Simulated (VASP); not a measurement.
A run of VASP 6.6.1 is set up as follows.

Contents of POSCAR:

```
Ni
1.0
    2.3580567230     -0.0000000131     -0.0000000226
   -0.7860188953      2.2231972033     -0.0000000226
   -0.7860188953     -1.1115985690      1.9253452745
Ni
1
Direct
    0.0000000000      0.0000000000      0.0000000000
```

The input INCAR.step1:

```
PREC = Accurate
ENCUT = 520
ISMEAR = -1
SIGMA = 0.1
LREAL = False
LASPH = True
NELM = 150
ISPIN = 2
MAGMOM = 1
LMAXMIX = 4
NBANDS = 15
GGA = PE
ALGO = Normal
EDIFF = 1E-4
LWAVE = True
LCHARG = False
```

Contents of INCAR.step2:

```
PREC = Accurate
ENCUT = 520
EDIFF = 1E-6
ISMEAR = -1
SIGMA = 0.1
LREAL = False
LASPH = True
NELM = 150
ALGO = Normal
ISIF = 2
LWAVE = False
LCHARG = False
ISPIN = 2
MAGMOM = 1
LORBIT = 11
LMAXMIX = 4
METAGGA = R2SCAN
LMIXTAU = True
IVDW = 12
VDW_S6 = 1.0
VDW_S8 = 0.78981345
VDW_A1 = 0.49484001
VDW_A2 = 5.73083694
NBANDS = 15
ISTART = 1
```

The input KPOINTS:

```
Automatic mesh
0
Gamma
  17 17 17
```

Potentials or basis: VASP PAW PBE potentials, release 64 (Ni).

Command:

```console
$ cat potpaw_PBE.64/Ni/POTCAR > POTCAR
$ cp INCAR.step1 INCAR
$ mpirun -np 1 vasp_std > vasp.out
$ cp INCAR.step2 INCAR
$ mpirun -np 1 vasp_std > vasp.out
```

Q: What does it give for the site moments?

A: Ni +0.63 μB.

Q: What does it give for the net moment?

A: 0.62 μB per cell.
